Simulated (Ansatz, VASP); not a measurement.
# One calculation of NbSnSe4, two programs

```
CELL_PARAMETERS angstrom
4.38664 0.00000 0.00000
0.00000 4.38664 0.00000
0.00000 0.00000 7.67343
ATOMIC_POSITIONS crystal
Nb 0.00000 0.00000 0.00000
Sn 0.00000 0.00000 0.50000
Se 0.00000 0.50000 0.21269
Se 0.50000 0.00000 0.21269
Se 0.00000 0.50000 0.78731
Se 0.50000 0.00000 0.78731
```

Alike in both runs: functional PBE; k mesh 3 × 3 × 2; occupations gaussian, width 0.15 eV; no spin polarisation.

Ansatz relaxed the structure, and its values are those at the end. VASP's run is a single point on that final structure, the one shown.

|  | VASP | Ansatz |
| --- | --- | --- |
| version | VASP 6.6.1 | Ansatz 0.2.0 |
| potentials or method | VASP PAW PBE potentials, release 64 (Nb_sv, Sn_d, Se), cutoff 500 eV | scalar-relativistic, plane waves, PAW |
| valence electrons in the cell | 51 | 91 |

|  | VASP | Ansatz | Ansatz less VASP |
| --- | --- | --- | --- |
| gap on the k mesh at the Fermi level (eV) | none | none | - |
| pressure (GPa) | 0.5 | 0.5 | +0.02 |
| rms of the force components (eV/Å) | 0.035 | 0.037 | +0.0017 |

A gap of «none» marks a metal or a gap that the smearing closes. With one functional, cell and mesh, what is left measures potentials, basis and numerics. VASP's potentials hold 51 valence electrons a cell and Ansatz's 91, so a difference there can come from the potentials and not from the codes.

The k mesh is coarse, so the values compare programs but aren't converged.
